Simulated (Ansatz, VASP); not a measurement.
# Y2Si3O: VASP beside Ansatz

INCAR

```
PREC = Accurate ; ENCUT = 600
EDIFF = 1E-6 ; ISMEAR = 0
SIGMA = 0.1 ; LREAL = False
LASPH = True ; NELM = 200
ALGO = Normal ; ISIF = 2
LWAVE = False ; LCHARG = False
ISPIN = 2 ; MAGMOM = 0 0 0 0 0 1
LORBIT = 11 ; LMAXMIX = 4
GGA = PE ; NBANDS = 33
GGA_COMPAT = False
```

Contents of KPOINTS:

```
regular mesh
0
Gamma
  6 6 2
```

POSCAR

```
Y2Si3O
1.0
    4.1116889300      0.0000000000      0.0000000000
   -2.0558444600      3.5608270600      0.0000000000
    0.0000000000      0.0000000000      8.9571032800
Y Si O
2 3 1
Direct
    0.3333333300      0.6666666700      0.2516720000
    0.3333333300      0.6666666700      0.7483280000
    0.6666666700      0.3333333300      0.5000000000
    0.0000000000      0.0000000000      0.0000000000
    0.0000000000      0.0000000000      0.5000000000
    0.6666666700      0.3333333300      0.0000000000
```

Input for Ansatz:

```yaml
crystal:
  lattice:
    - [4.11168893, 0.0, 0.0]
    - [-2.05584446, 3.56082706, 0.0]
    - [0.0, 0.0, 8.95710328]
  atoms:
    - { symbol: "Y", position: [0.33333333, 0.66666667, 0.251672] }
    - { symbol: "Y", position: [0.33333333, 0.66666667, 0.748328] }
    - { symbol: Si, position: [0.66666667, 0.33333333, 0.5] }
    - { symbol: Si, position: [0.0, 0.0, 0.0] }
    - { symbol: Si, position: [0.0, 0.0, 0.5] }
    - { symbol: O, position: [0.66666667, 0.33333333, 0.0], spin: 1.0 }
basis:
  ecutwfc: 420
kpoints:
  mp_grid: { grid: [6, 6, 2] }
hamiltonian:
  xc: pbe
scf:
  occupations: { method: gaussian, width: 0.1 }
  lower_state_search: "off"
output:
  forces: true
  stress: true
  eigenvalues: true
  populations: true
magnetization:
  spin_polarized: true
```

Change from the starting cell: species swapped into the Sr2Al3Ge type (P-6m2, No. 187).

Alike in both runs: task single point; functional PBE; k mesh 6 × 6 × 2; occupations gaussian, width 0.1 eV; collinear spin.

```csv
,VASP,Ansatz
version,VASP 6.6.1,Ansatz 0.2.0
potentials or method,"VASP PAW PBE potentials, release 64 (Y_sv, Si, O), cutoff 600 eV","scalar-relativistic, plane waves, PAW"
valence electrons in the cell,40,40
```

Ansatz gave:

| Item | Value |
| --- | --- |
| gap on the k mesh at the Fermi level (eV) | none |
| pressure (GPa) | -11.7 |
| traceless stress, the component that is largest in VASP (GPa) | -1.96 |
| rms of the force components (eV/Å) | 0.080 |
| net moment per atom (μB) | 0.05 |
| size of the moment on the site where the two differ most (μB) | 0.03 |

Question: Which values does VASP return?

Answer: gap on the k mesh at the Fermi level (eV): none; pressure (GPa): -11.8; traceless stress, the component that is largest in VASP (GPa): -1.96; rms of the force components (eV/Å): 0.080; net moment per atom (μB): 0.05; size of the moment on the site where the two differ most (μB): 0.04.

Site moments also hang on the region over which each program counts them. Atom by atom the forces differ by 0.001 eV/Å (rms over components). A gap of «none» marks a metal or a gap that the smearing closes.
